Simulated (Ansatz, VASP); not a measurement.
Hf: VASP beside Ansatz

INCAR

```
  PREC = Accurate
  ENCUT = 520
  EDIFF = 1E-6
  ISMEAR = -1
  SIGMA = 0.03
  LREAL = False
  LASPH = True
  NELM = 100
  ALGO = Normal
  ISIF = 2
  LWAVE = False
  LCHARG = True
  GGA = PE
  LELF = True
  LVHAR = True
  NBANDS = 11
```

File KPOINTS:

```
regular mesh
0
Gamma
  16 16 16
```

File POSCAR:

```
Hf
1.0
    0.0000000000      2.2200000000      2.2200000000
    2.2200000000      0.0000000000      2.2200000000
    2.2200000000      2.2200000000      0.0000000000
Hf
1
Direct
    0.0000000000      0.0000000000      0.0000000000
```

Input for Ansatz:

```yaml
crystal:
  lattice:
    - [0.0, 2.22, 2.22]
    - [2.22, 0.0, 2.22]
    - [2.22, 2.22, 0.0]
  atoms:
    - { symbol: Hf, position: [0.0, 0.0, 0.0] }
kpoints:
  mp_grid: { grid: [16, 16, 16] }
  band_path:
    path:
      - [0.0, 0.0, 0.0]
      - [0.5, 0.0, 0.5]
      - [0.625, 0.25, 0.625]
      - [0.375, 0.375, 0.75]
      - [0.0, 0.0, 0.0]
      - [0.5, 0.5, 0.5]
      - [0.5, 0.25, 0.75]
      - [0.5, 0.0, 0.5]
    npoints: 5
scf:
  occupations: { method: fermi_dirac, width: 0.03 }
hamiltonian:
  xc: pbe
  pseudopotentials:
    kind: all_electron
    lapw: { basis_error: 0.00025 }
    relativity: none
output:
  forces: true
  stress: true
  eigenvalues: true
```

Alike in both runs: task single point; functional PBE; k mesh 16 × 16 × 16; occupations fermi-dirac, width 0.03 eV; no spin polarisation.

|  | VASP | Ansatz |
| --- | --- | --- |
| version | VASP 6.6.1 | Ansatz 0.2.0 |
| potentials or method | VASP PAW PBE potentials, release 64 (Hf_pv), cutoff 520 eV | all-electron LAPW, non-relativistic |

VASP gave:

```
pressure (GPa) : 2.7
```

Estimate Ansatz's values.

pressure (GPa): 6.8.

One of these differences is far larger than is usual between the two programs; its cause wasn't traced. Ansatz ran all-electron here, and VASP with PAW potentials.

Neither program's run includes spin-orbit coupling.
